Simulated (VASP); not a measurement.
KBr:

```xyz
2
Lattice="4.0392 0.0000 0.0000 0.0000 4.0392 0.0000 0.0000 0.0000 4.0392" Properties=species:S:1:pos:R:3 pbc="T T T"
K     0.0000    0.0000    0.0000
Br    2.0196    2.0196    2.0196
```

* Program: VASP 6.6.1
* Task: relaxation of cell and atoms
* Functional: LDA
* Potentials or basis: VASP PAW LDA potentials, release 64 (K_sv, Br)
* Cutoff: 600 eV
* k mesh: 6 × 6 × 6
* Occupations: fermi-dirac, width 0.02 eV
* Spin: no spin polarisation

At the start: pressure -2.6 GPa; volume 32.95 Å³/atom.

Question: How do energy, volume and symmetry change on relaxing?

Answer: Over 21 steps the energy falls by 44.5 meV/atom and the volume is 28.19 Å³/atom (-14.4 %); space group Pm-3m (No. 221, to 0.05 Å).

Step by step:
```tsv
step	energy change (eV)	largest force (eV/Å)	pressure (GPa)	volume (Å³)
1	0.0000	0.0000	-2.58	65.90
2	-0.0648	0.0000	-1.56	60.97
3	-0.0888	0.0000	-0.18	56.82
4	-0.0890	0.0000	0.03	56.32
5	-0.0890	0.0000	-0.06	56.50
6	-0.0890	0.0000	-0.06	56.50
7	-0.0890	0.0000	-0.08	56.49
8	-0.0890	0.0000	-0.05	56.49
9	-0.0890	0.0000	-0.05	56.49
10	-0.0890	0.0000	-0.05	56.49
11	-0.0890	0.0000	-0.05	56.49
12	-0.0890	0.0000	-0.05	56.49
13	-0.0890	0.0000	-0.06	56.49
14	-0.0890	0.0000	-0.06	56.48
15	-0.0890	0.0000	-0.07	56.48
16	-0.0890	0.0000	-0.05	56.47
17	-0.0890	0.0000	-0.04	56.45
18	-0.0891	0.0000	-0.03	56.40
19	-0.0890	0.0000	0.03	56.31
20	-0.0891	0.0000	0.03	56.36
21	-0.0891	0.0000	0.01	56.38
```

Final structure:
```yaml
crystal:
  lattice:
    - [3.83446, 0.00000, 0.00000]
    - [0.00000, 3.83446, 0.00000]
    - [0.00000, 0.00000, 3.83446]
  atoms:
    - { symbol: K, position: [0.00000, 0.00000, 0.00000] }
    - { symbol: Br, position: [0.50000, 0.50000, 0.50000] }
```
